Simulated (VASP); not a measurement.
# AlN (Fm-3m) in VASP: settings compared

AlN is run at these levels: PBE, PBEsol; tasks: single point, relaxation of volume and atoms at fixed shape.

Everything below comes from runs of VASP 6.6.1. Logs are shortened: lines on timing, memory, paths and dates and some standing lists are left out, and cuts for length are marked.

### Step 1. The cell of the first run

Symmetry: Fm-3m, No. 225, cubic system. Conventional cell: a = 4.070 Å, b = 4.070 Å, c = 4.070 Å, α = 90.00°, β = 90.00°, γ = 90.00°. Within 2.7 Å of Al (site symmetry m-3m) lie 6 N at 2.04 Å. N (site symmetry m-3m) has 6 Al at 2.04 Å within 2.7 Å.

### Step 2. Single point, PBE

Input file INCAR:

```
PREC = Accurate
ENCUT = 520
EDIFF = 1E-6
ISMEAR = 0
SIGMA = 0.1
LREAL = F
LASPH = T
NELM = 80
ALGO = Normal
ISIF = 2
LWAVE = F
LCHARG = F
GGA = PE
NBANDS = 11
```

Input file KPOINTS:

```
Automatic mesh
0
Gamma
  6 6 6
```

Input file POSCAR:

```
AlN
1.0
    0.0000000000      2.0352315727      2.0352315727
    2.0352315727      0.0000000000      2.0352315727
    2.0352315727      2.0352315727      0.0000000000
Al N
1 1
Direct
    0.5000000000      0.5000000000      0.5000000000
    0.0000000000      0.0000000000      0.0000000000
```

Potentials or basis: VASP PAW PBE potentials, release 64 (Al, N).

Started as:

```
cat potpaw_PBE.64/Al/POTCAR potpaw_PBE.64/N/POTCAR > POTCAR
mpirun -np 1 vasp_std > vasp.out
```

OUTCAR:

```text
PREC = Accurate
   ENCUT = 520
   EDIFF = 1E-6
   ISMEAR = 0
   LREAL = F
   LASPH = T
   NELM = 80
   ISIF = 2
   GGA = PE

 ion  position               nearest neighbor table
   1  0.500  0.500  0.500-   2 2.04   2 2.04   2 2.04   2 2.04   2 2.04   2 2.04
   2  0.000  0.000  0.000-   1 2.04   1 2.04   1 2.04   1 2.04   1 2.04   1 2.04

  LATTYP: Found a face centered cubic cell.
 ALAT       =     4.0704631454

  Lattice vectors:

 A1 = (   0.0000000000,   2.0352315727,   2.0352315727)
 A2 = (   2.0352315727,   0.0000000000,   2.0352315727)
 A3 = (   2.0352315727,   2.0352315727,   0.0000000000)

Analysis of symmetry for initial positions (statically):
=====================================================================
 Subroutine PRICEL returns:
 Original cell was already a primitive cell.

 Routine SETGRP: Setting up the symmetry group for a
 face centered cubic supercell.

 Subroutine GETGRP returns: Found 48 space group operations
 (whereof 48 operations were pure point group operations)
 out of a pool of 48 trial point group operations.

The static configuration has the point symmetry O_h .

Analysis of symmetry for dynamics (positions and initial velocities):
=====================================================================
 Subroutine PRICEL returns:
 Original cell was already a primitive cell.

 Routine SETGRP: Setting up the symmetry group for a
 face centered cubic supercell.

 Subroutine GETGRP returns: Found 48 space group operations
 (whereof 48 operations were pure point group operations)
 out of a pool of 48 trial point group operations.

The dynamic configuration has the point symmetry O_h .

 Subroutine INISYM returns: Found 48 space group operations
 (whereof 48 operations are pure point group operations),
 and found     1 'primitive' translations

----------------------------------------------------------------------------------------

                                     Primitive cell

  volume of cell :      16.8605

  direct lattice vectors                    reciprocal lattice vectors
     0.000000000  2.035231573  2.035231573    -0.245672289  0.245672289  0.245672289
     2.035231573  0.000000000  2.035231573     0.245672289 -0.245672289  0.245672289
     2.035231573  2.035231573  0.000000000     0.245672289  0.245672289 -0.245672289

  length of vectors
     2.878252093  2.878252093  2.878252093     0.425516887  0.425516887  0.425516887

  position of ions in fractional coordinates (direct lattice)
     0.500000000  0.500000000  0.500000000
     0.000000000  0.000000000  0.000000000

  ion indices of the primitive-cell ions
   primitive index   ion index
                 1           1
                 2           2

----------------------------------------------------------------------------------------

 KPOINTS: Automatic mesh

Automatic generation of k-mesh.
 Grid dimensions read from file:
 generate k-points for:    6    6    6

 Generating k-lattice:

  Cartesian coordinates                     Fractional coordinates (reciprocal lattice)
    -0.040945382  0.040945382  0.040945382     0.166666667  0.000000000  0.000000000
     0.040945382 -0.040945382  0.040945382     0.000000000  0.166666667  0.000000000
     0.040945382  0.040945382 -0.040945382     0.000000000  0.000000000  0.166666667

  Length of vectors
     0.070919481  0.070919481  0.070919481

  Shift w.r.t. Gamma in fractional coordinates (k-lattice)
     0.000000000  0.000000000  0.000000000

 Subroutine IBZKPT returns following result:
 ===========================================

 Found     16 irreducible k-points:

 Following reciprocal coordinates:
            Coordinates               Weight
  0.000000  0.000000  0.000000      1.000000
  0.166667  0.000000  0.000000      8.000000
  0.333333  0.000000  0.000000      8.000000
  0.500000  0.000000  0.000000      4.000000
  0.166667  0.166667  0.000000      6.000000
  0.333333  0.166667  0.000000     24.000000
[... 8 lines left out ...]
 -0.333333  0.333333  0.166667     24.000000
 -0.333333  0.500000  0.166667     12.000000
   k-points           NKPTS =     16   k-points in BZ     NKDIM =     16   number of bands    NBANDS=     11
   number of dos      NEDOS =    301   number of ions     NIONS =      2
   total plane-waves  NPLWV =  13824
   dimension x,y,z NGX =    24 NGY =   24 NGZ =   24
   dimension x,y,z NGXF=    48 NGYF=   48 NGZF=   48
   ions per type =               1   1
   NGX,Y,Z   is equivalent  to a cutoff of  13.86, 13.86, 13.86 a.u.
   NGXF,Y,Z  is equivalent  to a cutoff of  27.72, 27.72, 27.72 a.u.
 SYSTEM =  unknown system
   PREC   = accura    normal or accurate (medium, high low for compatibility)
   ISTART =      0    job   : 0-new  1-cont  2-samecut
   ICHARG =      2    charge: 1-file 2-atom 10-const
   ISPIN  =      1    spin polarized calculation?
   LNONCOLLINEAR =      F non collinear calculations
   LSORBIT =      F    spin-orbit coupling
   LASPH  =      T    aspherical Exc in radial PAW
   ENCUT  =  520.0 eV  38.22 Ry    6.18 a.u.   5.35  5.35  5.35*2*pi/ulx,y,z
   NELM   =     80;   NELMIN=  2; NELMDL= -5     # of ELM steps
   EDIFF  = 0.1E-05   stopping-criterion for ELM
   LREAL  =      F    real-space projection
   EDIFFG = 0.1E-04   stopping-criterion for IOM
   NSW    =      0    number of steps for IOM
   IBRION =     -1    ionic relax: 0-MD 1-quasi-New 2-CG
   NFREE  =      0    steps in history (QN), initial steepest desc. (CG)
   ISIF   =      2    stress and relaxation
   ISYM   =      2    0-nonsym 1-usesym 2-fastsym
   POTIM  = 0.5000    time-step for ionic-motion
   TEBEG  =    0.0;   TEEND  =   0.0 temperature during run
   PSTRESS=    0.0 pullay stress
   NELECT =       8.0000    total number of electrons
   NUPDOWN=      -1.0000    fix difference up-down
   EMIN   =  10.00;   EMAX   =-10.00  energy-range for DOS
   EFERMI =   0.00;   METHOD = LEGACY
   ISMEAR =     0;   SIGMA  =   0.10  broadening in eV -4-tet -1-fermi 0-gaus
   EFERMI_NEDOS =   21; number of points for ismear=-14 and -15
   IALGO  =     38    algorithm
   IMIX   =      4    mixing-type and parameters
     AMIX     =   0.40;   BMIX     =  1.00
     AMIX_MAG =   1.60;   BMIX_MAG =  1.00
  volume/ion in A,a.u.               =       8.43        56.89
  Fermi-wavevector in a.u.,A,eV,Ry     =   1.276873  2.412940 22.182998  1.630404
  Thomas-Fermi vector in A             =   2.409504
   LORBIT       =      0    0 simple, 1 ext, 2 COOP (PROOUT), +10 PAW based schemes
   GGA     = PE    functional components
   LHFCALC =     F    Hartree Fock is set to
   AEXX    =    0.0000 exact exchange contribution
   IVDW    =     0    specifies the selected vdW correction
   LEPSILON=     F    determine dielectric tensor
   LRPA    =     F    only Hartree local field effects (RPA)
 non-spin polarized calculation
 Gauss-broadening in eV      SIGMA  =   0.10
  energy-cutoff  :      520.00
  volume of cell :       16.86
 maximum number of plane-waves:       464
 NGX is ok and might be reduce to    24
   NGX = 11   NGY = 11   NGZ = 11

 number of electron       8.0000000 magnetization

 Free energy of the ion-electron system (eV)
  ---------------------------------------------------
  ext. energy  EPLUGINS =         0.00000000
  ---------------------------------------------------
  free energy    TOTEN  =       -14.54069216 eV

  energy without entropy =      -14.54069216  energy(sigma->0) =      -14.54069216

 E-fermi :  10.2204     XC(G=0): -12.1907

 val. band max:        9.7095856999   @ k =   0.0000   0.0000   0.0000
 cond. band min:      14.1183548911   @ k =   0.5000   0.5000   0.0000
 fundamental gap:      4.4087691911
 Fermi energy:        10.2203944922

 k-point     1 :       0.0000    0.0000    0.0000
  band No.  band energies     occupation
      1      -7.6636      2.00000
      2       9.7096      2.00000
      3       9.7096      2.00000
      4       9.7096      2.00000
      5      15.0993      0.00000
      6      21.8068      0.00000
      7      21.8068      0.00000
      8      21.8068      0.00000
      9      26.8939      0.00000
     10      27.3465      0.00000
     11      27.3465      0.00000

 k-point     2 :       0.1667    0.0000    0.0000
  band No.  band energies     occupation
      1      -7.1121      2.00000
      2       7.3292      2.00000
      3       9.4113      2.00000
      4       9.4113      2.00000
      5      16.3054      0.00000
      6      20.3624      0.00000
      7      22.3026      0.00000
      8      22.3026      0.00000
      9      25.0859      0.00000
     10      25.0859      0.00000
     11      27.2711      0.00000

 k-point     3 :       0.3333    0.0000    0.0000
  band No.  band energies     occupation
      1      -5.6445      2.00000
      2       3.5728      2.00000
      3       8.8963      2.00000
      4       8.8963      2.00000
      5      16.0894      0.00000
      6      21.1921      0.00000
      7      21.1921      0.00000
      8      21.6137      0.00000
      9      25.9767      0.00000
     10      27.3702      0.00000
     11      27.3702      0.00000

 k-point     4 :       0.5000    0.0000    0.0000
  band No.  band energies     occupation
      1      -4.4819      2.00000
      2       1.5309      2.00000
      3       8.6695      2.00000
      4       8.6695      2.00000
      5      15.7146      0.00000
      6      20.5418      0.00000
      7      20.5418      0.00000
      8      22.7069      0.00000
      9      25.5850      0.00000
     10      30.1565      0.00000
     11      30.1565      0.00000

 k-point     5 :       0.1667    0.1667    0.0000
  band No.  band energies     occupation
      1      -6.9319      2.00000
      2       7.5620      2.00000
      3       8.8329      2.00000
      4       8.8329      2.00000
      5      17.0115      0.00000
      6      18.7962      0.00000
      7      21.8058      0.00000
      8      23.2386      0.00000
      9      23.2386      0.00000
     10      28.2223      0.00000
     11      29.8761      0.00000
[... 99 lines left out ...]
 k-point    13 :       0.5000    0.5000    0.0000
  band No.  band energies     occupation
      1      -3.5281      2.00000
      2       2.4603      2.00000
      3       6.9625      2.00000
      4       6.9625      2.00000
      5      14.1184      0.00000
      6      15.0412      0.00000
      7      23.5141      0.00000
      8      26.6409      0.00000
      9      26.6409      0.00000
     10      32.6583      0.00000
     11      35.3494      0.00000

 k-point    14 :       0.5000    0.3333    0.1667
  band No.  band energies     occupation
      1      -4.5547      2.00000
      2       3.7887      2.00000
      3       5.9207      2.00000
      4       7.6398      2.00000
      5      17.7476      0.00000
      6      18.5880      0.00000
      7      19.7718      0.00000
      8      23.5338      0.00000
      9      26.2807      0.00000
     10      30.0616      0.00000
     11      33.2389      0.00000

 k-point    15 :      -0.3333    0.3333    0.1667
  band No.  band energies     occupation
      1      -3.7081      2.00000
      2       3.0296      2.00000
      3       5.0686      2.00000
      4       7.0629      2.00000
      5      17.6824      0.00000
      6      18.9281      0.00000
      7      21.1403      0.00000
      8      22.6308      0.00000
      9      27.5268      0.00000
     10      28.6350      0.00000
     11      34.2642      0.00000

 k-point    16 :      -0.3333    0.5000    0.1667
  band No.  band energies     occupation
      1      -3.4141      2.00000
      2       3.2134      2.00000
      3       5.2643      2.00000
      4       6.0943      2.00000
      5      16.4442      0.00000
      6      17.9820      0.00000
      7      22.1692      0.00000
      8      23.1105      0.00000
      9      27.4265      0.00000
     10      31.0698      0.00000
     11      34.2657      0.00000

------------------------ aborting loop because EDIFF is reached ----------------------------------------

  FORCE on cell =-STRESS in cart. coord.  units (eV):
  Direction    XX          YY          ZZ          XY          YZ          ZX
  --------------------------------------------------------------------------------------
  -------------------------------------------------------------------------------------
  Total       -0.0292169     -0.0292169     -0.0292169      0.0000000      0.0000000     -0.0000000
  in kB       -2.7763460     -2.7763460     -2.7763460      0.0000000      0.0000000     -0.0000000
  external PRESSURE =      -2.7763460 kB  Pullay stress =       0.0000000 kB

 VOLUME and BASIS-vectors are now :
 -----------------------------------------------------------------------------
  energy-cutoff  :      520.00
  volume of cell :       16.86
      direct lattice vectors                 reciprocal lattice vectors
     0.000000000  2.035231573  2.035231573    -0.245672289  0.245672289  0.245672289
     2.035231573  0.000000000  2.035231573     0.245672289 -0.245672289  0.245672289
     2.035231573  2.035231573  0.000000000     0.245672289  0.245672289 -0.245672289

 POSITION                                       TOTAL-FORCE (eV/Angst)
 -----------------------------------------------------------------------------------
      2.03523      2.03523      2.03523        -0.000000      0.000000      0.000000
      0.00000      0.00000      0.00000         0.000000      0.000000     -0.000000
 -----------------------------------------------------------------------------------
    total drift:                                0.000000     -0.000000     -0.000000

  FREE ENERGIE OF THE ION-ELECTRON SYSTEM (eV)
  ---------------------------------------------------
  free  energy   TOTEN  =       -14.5406921556 eV

  energy  without entropy=      -14.5406921556  energy(sigma->0) =      -14.54069216
```

It took 2.3 s on 1 thread of Intel Xeon 6975P-C, shared host; peak memory 0.13 GiB.

What came out:

```
Free energy            : -14.5407 eV
Pressure               : -0.3 GPa
Band gap on the k mesh : 4.41 eV, indirect (least direct gap 5.39 eV)
```

Levels at points of the mesh, in eV from the valence-band top:
```csv
k point,band 1,band 2,band 3,band 4,band 5,band 6,band 7,band 8,band 9
"(0.00, 0.00, 0.00)",-17.37,0.00,0.00,0.00,5.39,12.10,12.10,12.10,17.18
"(0.50, 0.00, 0.00)",-14.19,-8.18,-1.04,-1.04,6.01,10.83,10.83,13.00,15.88
"(0.50, 0.50, 0.00)",-13.24,-7.25,-2.75,-2.75,4.41,5.33,13.80,16.93,16.93
```

Caveat: the k points lie up to 0.45 Å⁻¹ apart.

### Step 3. Relaxation of volume and atoms at fixed shape, PBE

Input file INCAR:

```
PREC = Accurate
ENCUT = 600
EDIFF = 1E-6
ISMEAR = 0
SIGMA = 0.1
LREAL = F
LASPH = T
NELM = 60
ALGO = Normal
ISIF = 8
LWAVE = F
LCHARG = F
GGA = PE
IBRION = 2
NSW = 30
EDIFFG = -0.008
```

KPOINTS is that of step 2.

Input file POSCAR:

```
AlN
1.0
    0.0000000000      2.0345180000      2.0345180000
    2.0345180000      0.0000000000      2.0345180000
    2.0345180000      2.0345180000      0.0000000000
Al N
1 1
Direct
    0.5000000000      0.5000000000      0.5000000000
    0.0000000000      0.0000000000      0.0000000000
```

Potentials or basis: VASP PAW PBE potentials, release 64 (Al, N).

Started as:

```
cat potpaw_PBE.64/Al/POTCAR potpaw_PBE.64/N/POTCAR > POTCAR
mpirun -np 1 vasp_std > vasp.out
```

Run time: 3.1 s. Hardware: 1 thread of Intel Xeon 6975P-C, shared host; peak memory 0.13 GiB.

It converged, with:

* Free energy: -14.5425 eV
* Relaxed volume: 8.41 Å³/atom
* Relaxed cell: a = 2.876 Å, b = 2.876 Å, c = 2.876 Å, α = 60.00°, β = 60.00°, γ = 60.00°
* Space group after relaxing (to 0.05 Å): Fm-3m (No. 225)
* Energy gained by relaxing: 0.0 meV/atom
* Ionic steps: 2
* Pressure after relaxing: 0.1 GPa
* Band gap on the k mesh: 4.43 eV, indirect (least direct gap 5.42 eV)

Final structure:
```
Al N
1.0
     0.00000    2.03369    2.03369
     2.03369    0.00000    2.03369
     2.03369    2.03369    0.00000
Al N
1 1
Direct
  0.50000 0.50000 0.50000
  0.00000 0.00000 0.00000
```

Levels at points of the mesh, in eV from the valence-band top:
```tsv
k point	band 1	band 2	band 3	band 4	band 5	band 6	band 7	band 8
(0.00, 0.00, 0.00)	-17.39	0.00	0.00	0.00	5.42	12.10	12.10	12.10
(0.50, 0.00, 0.00)	-14.20	-8.19	-1.04	-1.04	6.02	10.85	10.85	13.03
(0.50, 0.50, 0.00)	-13.25	-7.27	-2.75	-2.75	4.43	5.33	13.83	16.97
```

Caveat: the k points lie up to 0.45 Å⁻¹ apart in the final cell. A k mesh can miss the band edges.

### Step 4. Single point, PBEsol

Input file INCAR:

```
ALGO = Normal ; EDIFF = 1E-6
ENCUT = 600 ; GGA = PS
GGA_COMPAT = F ; ISIF = 2
ISMEAR = 0 ; LASPH = T
LCHARG = T ; LELF = T
LREAL = F ; LVHAR = T
LWAVE = F ; NBANDS = 11
NELM = 120 ; PREC = Accurate
SIGMA = 0.1
```

Input file KPOINTS:

```
k-points
0
Gamma
  2 2 2
```

POSCAR is that of step 3.

Started as:

```
cat potpaw_PBE.64/Al/POTCAR potpaw_PBE.64/N/POTCAR > POTCAR
mpirun -np 1 vasp_std > vasp.out
```

It used 2.7 s of CPU time on 1 thread of AMD EPYC 7R13 Processor (Zen 3), with other jobs on the host.

The run converged. Its results:

- Free energy: -13.1780 eV
- Pressure: 1.7 GPa
- Band gap on the k mesh: 3.73 eV, indirect (least direct gap 5.18 eV)

Levels at points of the mesh, in eV from the valence-band top:
```csv
k point,band 1,band 2,band 3,band 4,band 5,band 6,band 7,band 8
"(0.00, 0.00, 0.00)",-17.66,0.00,0.00,0.00,5.18,11.32,11.32,11.32
"(0.50, 0.00, 0.00)",-14.28,-8.67,-1.12,-1.12,5.48,10.06,10.06,12.91
"(0.50, 0.50, 0.00)",-13.24,-7.71,-2.96,-2.96,3.73,4.53,13.69,16.53
```

Caveat: the k points lie up to 1.34 Å⁻¹ apart; the PAW data sets were made with another functional, which shifts forces and pressure a little.

### Step 5. Single point, PBE

Input file INCAR:

```
ALGO = Normal
EDIFF = 1E-6
ENCUT = 600
GGA = PE
GGA_COMPAT = False
ISIF = 2
ISMEAR = 0
LASPH = True
LCHARG = False
LREAL = False
LWAVE = False
NBANDS = 11
NELM = 120
PREC = Accurate
SIGMA = 0.01
```

KPOINTS is that of step 4.

POSCAR is that of step 4.

Started as:

```
cat potpaw_PBE.64/Al/POTCAR potpaw_PBE.64/N/POTCAR > POTCAR
mpirun -np 1 vasp_std > vasp.out
```

Run time: 7.2 s. Hardware: 1 thread of AMD EPYC 7R13 (Zen 3), shared host; peak memory 0.1 GiB.

It converged, with:

```
Free energy            : -12.3166 eV
Pressure               : 6.1 GPa
Band gap on the k mesh : 3.80 eV, indirect (least direct gap 5.22 eV)
```

Levels at points of the mesh, in eV from the valence-band top:
| k point | band 2 | band 3 | band 4 | band 5 | band 6 | band 7 |
| --- | --- | --- | --- | --- | --- | --- |
| (0.00, 0.00, 0.00) | 0.00 | 0.00 | 0.00 | 5.22 | 11.49 | 11.49 |
| (0.50, 0.00, 0.00) | -8.59 | -1.10 | -1.10 | 5.62 | 10.18 | 10.18 |
| (0.50, 0.50, 0.00) | -7.62 | -2.93 | -2.93 | 3.80 | 4.75 | 13.81 |

Caveat: the k points lie up to 1.34 Å⁻¹ apart.

### Step 6. Single point, PBE

Input file INCAR:

```
  PREC = Accurate
  ENCUT = 600
  EDIFF = 1E-6
  ISMEAR = 0
  SIGMA = 0.1
  LREAL = F
  LASPH = T
  NELM = 120
  ALGO = Normal
  ISIF = 2
  LWAVE = F
  LCHARG = T
  GGA = PE
  LELF = T
  LVHAR = T
  ISYM = 0
  NBANDS = 11
  GGA_COMPAT = F
```

Input file KPOINTS:

```
regular mesh
0
Gamma
  1 3 3
```

POSCAR is that of step 5.

Potentials or basis: VASP PAW PBE potentials, release 64 (Al, N).

Started as:

```
cat potpaw_PBE.64/Al/POTCAR potpaw_PBE.64/N/POTCAR > POTCAR
mpirun -np 1 vasp_std > vasp.out
```

It used 3.2 s of CPU time on 1 thread of AMD EPYC 7R13 Processor (Zen 3), with other jobs on the host.

The run converged, but its numbers aren't listed here, since they failed a check.

Caveat: the k points lie up to 2.67 Å⁻¹ apart.

### Step 7. The runs side by side

| task | level | cell | k mesh | cutoff (eV) | smearing | gap on the mesh (eV) | pressure (GPa) |
| --- | --- | --- | --- | --- | --- | --- | --- |
| single point | PBE | a = 2.878 Å, angles 60.0°, 2 atoms | 6 × 6 × 6 | 520 | gaussian 0.1 eV | 4.41 | -0.3 |
| relaxation of volume and atoms at fixed shape | PBE | relaxed from a = 2.877 Å, angles 60.0°, 2 atoms | 6 × 6 × 6 | 600 | gaussian 0.1 eV | 4.43 | 0.1 |
| single point | PBEsol | a = 2.877 Å, angles 60.0°, 2 atoms | 2 × 2 × 2 | 600 | gaussian 0.1 eV | 3.73 | 1.7 |
| single point | PBE | a = 2.877 Å, angles 60.0°, 2 atoms | 2 × 2 × 2 | 600 | gaussian 0.01 eV | 3.80 | 6.1 |

Alike in all rows: potentials or basis VASP PAW PBE potentials, release 64 (Al, N); no spin polarisation.

Caveats: all runs use coarse meshes; the PAW data sets were made with another functional, which shifts forces and pressure a little (some runs).

Total energies depend on the potentials used, so only differences within one code and one set of settings carry meaning.
